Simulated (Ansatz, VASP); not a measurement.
SiW7 in VASP and in Ansatz

```
CELL_PARAMETERS angstrom
3.19527 0.00000 0.00000
0.00000 3.19527 0.00000
0.00000 0.00000 12.28344
ATOMIC_POSITIONS crystal
Si 0.00000 0.00000 0.00000
W 0.00000 0.00000 0.24226
W 0.50000 0.50000 0.37171
W 0.50000 0.50000 0.88352
W 0.50000 0.50000 0.11648
W 0.00000 0.00000 0.75774
W 0.50000 0.50000 0.62829
W 0.00000 0.00000 0.50000
```

Alike in both runs: functional PBE; k mesh 10 × 10 × 4; occupations gaussian, width 0.1 eV; no spin polarisation.

Ansatz relaxed the structure, and its values are those at the end. VASP's run is a single point on that final structure, the one shown.

|  | VASP | Ansatz |
| --- | --- | --- |
| version | VASP 6.6.1 | Ansatz 0.2.0 |
| potentials or method | VASP PAW PBE potentials, release 64 (Si, W_sv), cutoff 520 eV | scalar-relativistic, plane waves, PAW |
| valence electrons in the cell | 102 | 102 |

```tsv
	VASP	Ansatz	Ansatz less VASP
gap on the k mesh at the Fermi level (eV)	none	none	-
pressure (GPa)	0.5	0.0	-0.46
rms of the force components (eV/Å)	0.007	0.000	-0.0070
```

A gap of «none» marks a metal or a gap that the smearing closes.

Neither program's run includes spin-orbit coupling.
